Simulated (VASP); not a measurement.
# LiNbO3 (R3c) in VASP: further runs, part 3 of 3

VASP 6.6.1. Earlier steps stand in the parts before.

**7. Single point, PBE (mode 1 (-212.2 1/cm) frozen in, largest displacement +0.228 Å)**

Contents of INCAR:

```
PREC     = Accurate       # precision mode
ENCUT    = 520            # plane-wave cutoff, eV
EDIFF    = 1E-6           # SCF threshold, eV
ISMEAR   = 0              # smearing method
SIGMA    = 0.05           # smearing width, eV
LREAL    = False          # projectors in reciprocal space
LASPH    = True           # aspherical terms in the spheres
NELM     = 100            # most SCF steps
ALGO     = Normal         # electronic algorithm
ISIF     = 2              # what is computed and relaxed
LWAVE    = False          # write WAVECAR
LCHARG   = True           # write CHGCAR
GGA      = PE             # functional
LELF     = True           # ELF
LVHAR    = True         
NBANDS   = 45             # bands
```

Contents of KPOINTS:

```
Automatic mesh
0
Gamma
  6 6 6
```

Contents of POSCAR:

```
LiNbO3
1.0
    2.6115578418      1.5077836230      4.5982666595
   -2.6115578418      1.5077836230      4.5982666595
    0.0000000000     -3.0155672459      4.5982666595
Li Nb O
2 2 6
Direct
    0.2335082785      0.2335082785      0.2335082785
    0.7335082785      0.7335082785      0.7335082785
   -0.0047191208     -0.0047191208     -0.0047191208
    0.4952808792      0.4952808792      0.4952808792
    0.1418071389      0.3810559025      0.7616946767
    0.7616946767      0.1418071389      0.3810559025
    0.3810559025      0.7616946767      0.1418071389
    0.8810559025      0.6418071389      0.2616946767
    0.2616946767      0.8810559025      0.6418071389
    0.6418071389      0.2616946767      0.8810559025
```

Potentials or basis: VASP PAW PBE potentials, release 64 (Li_sv, Nb_sv, O).

Command:

```console
$ cat potpaw_PBE.64/Li_sv/POTCAR potpaw_PBE.64/Nb_sv/POTCAR potpaw_PBE.64/O/POTCAR > POTCAR
$ mpirun -np 1 vasp_std > vasp.out
```

OUTCAR:

```text
PREC = Accurate
   ENCUT = 520
   EDIFF = 1E-6
   ISMEAR = 0
   LREAL = False
   LASPH = True
   NELM = 100
   ISIF = 2
   GGA = PE

 ion  position               nearest neighbor table
   1  0.234  0.234  0.234-   9 2.02   8 2.02  10 2.02
   2  0.734  0.734  0.734-   7 2.02   5 2.02   6 2.02
   3  0.995  0.995  0.995-   9 1.88  10 1.88   8 1.88   6 2.13   7 2.13   5 2.13
   4  0.495  0.495  0.495-   7 1.88   6 1.88   5 1.88  10 2.13   9 2.13   8 2.13
   5  0.142  0.381  0.762-   4 1.88   2 2.02   3 2.13
   6  0.762  0.142  0.381-   4 1.88   2 2.02   3 2.13
   7  0.381  0.762  0.142-   4 1.88   2 2.02   3 2.13
   8  0.881  0.642  0.262-   3 1.88   1 2.02   4 2.13
   9  0.262  0.881  0.642-   3 1.88   1 2.02   4 2.13
  10  0.642  0.262  0.881-   3 1.88   1 2.02   4 2.13

  LATTYP: Found a trigonal (rhomboedric) cell.
 ALAT       =     5.4988818942
 COS(alpha) =     0.5488920195

  Lattice vectors:

 A1 = (   2.6115578418,   1.5077836230,   4.5982666595)
 A2 = (  -2.6115578418,   1.5077836230,   4.5982666595)
 A3 = (   0.0000000000,  -3.0155672459,   4.5982666595)

Analysis of symmetry for initial positions (statically):
=====================================================================
 Subroutine PRICEL returns:
 Original cell was already a primitive cell.

 Routine SETGRP: Setting up the symmetry group for a
 trigonal (rhombohedral) supercell.

 Subroutine GETGRP returns: Found  6 space group operations
 (whereof  3 operations were pure point group operations)
 out of a pool of 12 trial point group operations.

The static configuration has the point symmetry C_3 .
 The point group associated with its full space group is C_3v.

Analysis of symmetry for dynamics (positions and initial velocities):
=====================================================================
 Subroutine PRICEL returns:
[... 152 lines left out ...]
   LHFCALC =     F    Hartree Fock is set to
   AEXX    =    0.0000 exact exchange contribution
   IVDW    =     0    specifies the selected vdW correction
   LEPSILON=     F    determine dielectric tensor
   LRPA    =     F    only Hartree local field effects (RPA)
 non-spin polarized calculation
 Gauss-broadening in eV      SIGMA  =   0.05
  energy-cutoff  :      520.00
  volume of cell :      108.64
 maximum number of plane-waves:      2952
 NGX is ok and might be reduce to    42
   NGX = 21   NGY = 21   NGZ = 21

 number of electron      68.0000024 magnetization

 Free energy of the ion-electron system (eV)
  ---------------------------------------------------
  ext. energy  EPLUGINS =         0.00000000
  ---------------------------------------------------
  free energy    TOTEN  =       -79.90560803 eV

  energy without entropy =      -79.90560803  energy(sigma->0) =      -79.90560803

 E-fermi :   3.6340     XC(G=0): -10.6734

 val. band max:        3.4061216664   @ k =   0.1667   0.1667   0.1667
 cond. band min:       6.7997067215   @ k =   0.0000   0.0000   0.0000
 fundamental gap:      3.3935850552
 Fermi energy:         3.6339959965

 k-point     1 :       0.0000    0.0000    0.0000
  band No.  band energies     occupation
      1     -50.7623      2.00000
      2     -50.7482      2.00000
      3     -39.4489      2.00000
      4     -39.4471      2.00000
      5     -27.0636      2.00000
      6     -27.0636      2.00000
[... 1141 lines left out ...]
     44      13.0748      0.00000
     45      13.6344      0.00000

 [... further k-points ...]

------------------------ aborting loop because EDIFF is reached ----------------------------------------

  FORCE on cell =-STRESS in cart. coord.  units (eV):
  Direction    XX          YY          ZZ          XY          YZ          ZX
  --------------------------------------------------------------------------------------
  -------------------------------------------------------------------------------------
  Total        1.9671878      1.9671878      2.5443074      0.0000000      0.0000000      0.0000000
  in kB       29.0116434     29.0116434     37.5228739      0.0000000      0.0000000      0.0000000
  external PRESSURE =      31.8487202 kB  Pullay stress =       0.0000000 kB

 VOLUME and BASIS-vectors are now :
 -----------------------------------------------------------------------------
  energy-cutoff  :      520.00
  volume of cell :      108.64
      direct lattice vectors                 reciprocal lattice vectors
     2.611557842  1.507783623  4.598266660     0.191456606  0.110537523  0.072491084
    -2.611557842  1.507783623  4.598266660    -0.191456606  0.110537523  0.072491084
     0.000000000 -3.015567246  4.598266660     0.000000000 -0.221075046  0.072491084

 POSITION                                       TOTAL-FORCE (eV/Angst)
 -----------------------------------------------------------------------------------
      0.00000      0.00000      3.22120         0.000000     -0.000000     -0.187456
      0.00000      0.00000     10.11860         0.000000     -0.000000     -0.187456
      0.00000      0.00000     13.72970         0.000000      0.000000      0.251433
      0.00000      0.00000      6.83230         0.000000      0.000000      0.251433
     -0.62481     -1.50858      5.90674        -0.206695     -0.410849     -0.021326
      1.61887      0.21319      5.90674         0.459154      0.026422     -0.021326
     -0.99406      1.29539      5.90674        -0.252459      0.384428     -0.021326
      0.62481      1.50699      8.20587         0.206695     -0.410849     -0.021326
     -1.61750     -0.21239      8.20587         0.252459      0.384428     -0.021326
      0.99269     -1.29460      8.20587        -0.459154      0.026422     -0.021326
 -----------------------------------------------------------------------------------
    total drift:                               -0.000000     -0.000001      0.000657

  FREE ENERGIE OF THE ION-ELECTRON SYSTEM (eV)
  ---------------------------------------------------
  free  energy   TOTEN  =       -79.9056080347 eV

  energy  without entropy=      -79.9056080347  energy(sigma->0) =      -79.90560803
```

OSZICAR:

```text
N       E                     dE             d eps       ncg     rms          rms(c)
DAV:   1     0.731148486648E+03    0.73115E+03   -0.36798E+04  2880   0.159E+03
DAV:   2    -0.304143088023E+02   -0.76156E+03   -0.73415E+03  3705   0.542E+02
DAV:   3    -0.919145364509E+02   -0.61500E+02   -0.60933E+02  4152   0.143E+02
DAV:   4    -0.974675753311E+02   -0.55530E+01   -0.55350E+01  5176   0.398E+01
DAV:   5    -0.977274954195E+02   -0.25992E+00   -0.25981E+00  4368   0.618E+00    0.274E+01
DAV:   6    -0.799229814897E+02    0.17805E+02   -0.80223E+01  4256   0.534E+01    0.932E+00
DAV:   7    -0.798807500585E+02    0.42231E-01   -0.78509E+00  4563   0.157E+01    0.546E+00
DAV:   8    -0.798976050605E+02   -0.16855E-01   -0.87370E-01  4616   0.623E+00    0.169E+00
DAV:   9    -0.798998088930E+02   -0.22038E-02   -0.11070E-01  4095   0.240E+00    0.905E-01
DAV:  10    -0.799056215213E+02   -0.58126E-02   -0.32341E-02  3814   0.123E+00    0.150E-01
DAV:  11    -0.799055125911E+02    0.10893E-03   -0.30894E-03  4318   0.331E-01    0.546E-02
DAV:  12    -0.799056030237E+02   -0.90433E-04   -0.27999E-04  4048   0.130E-01    0.120E-02
DAV:  13    -0.799056110774E+02   -0.80537E-05   -0.58650E-05  4999   0.448E-02    0.178E-02
DAV:  14    -0.799056089087E+02    0.21687E-05   -0.16858E-05  4168   0.299E-02    0.491E-03
DAV:  15    -0.799056080347E+02    0.87398E-06   -0.11551E-06  2166   0.109E-02
   1 F= -.79905608E+02 E0= -.79905608E+02  d E =-.528469E-12
```

It took 2.5 min on 1 thread of Intel Xeon Platinum 8488C (Sapphire Rapids), shared host; peak memory 0.31 GiB.

What came out:

```yaml
Free_energy: -79.9056 eV
Largest_force: 0.460 eV/Å
Band_gap_on_the_k_mesh: 3.39 eV, indirect (least direct gap 3.41 eV)
```

Forces in eV/Å, atoms in the order of the input:
```
Li   0.000  0.000 -0.187
Li   0.000  0.000 -0.187
Nb   0.000  0.000  0.251
Nb   0.000  0.000  0.251
O   -0.207 -0.411 -0.021
O    0.459  0.026 -0.021
O   -0.252  0.384 -0.021
O    0.207 -0.411 -0.021
O    0.252  0.384 -0.021
O   -0.459  0.026 -0.021
```

Caveat: the cell differs from its parent crystal (mode 1 (-212.2 1/cm) frozen in, largest displacement +0.228 Å); the cutoff is under 1.25 times the usual one of these potentials, so pressure, stress and relaxed cells hold a basis-set (Pulay) error.
